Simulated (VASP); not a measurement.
Runs of VASP 6.6.1 on SiC. The structure is that of space group F-43m (No. 216), or close to it. The cells are those of the table. 

```tsv
task	cell	cutoff (eV)	smearing	gap on the mesh (eV)	pressure (GPa)	relaxed volume (Å³/atom)
single point	a = 3.061 Å, angles 60.0°, 2 atoms	520	gaussian 0.02 eV	1.29	(a)	-
relaxation of cell and atoms	relaxed from a = 3.075 Å, angles 60.0°, 2 atoms	600	gaussian 0.02 eV	1.29	0.0	10.15
single point	a = 3.041 Å, angles 60.0°, 2 atoms	520	gaussian 0.01 eV	1.27	5.2	-
relaxation of cell and atoms	relaxed from a = 3.061 Å, angles 60.0°, 2 atoms	600	gaussian 0.01 eV	1.29	0.0	10.15
```

Alike in all rows: level LDA; potentials or basis VASP PAW LDA potentials, release 64 (Si, C); no spin polarisation; k mesh 12 × 12 × 12.

Question: Estimate the missing entries.

Answer: (a) 0.4.

A k mesh can miss the band edges.
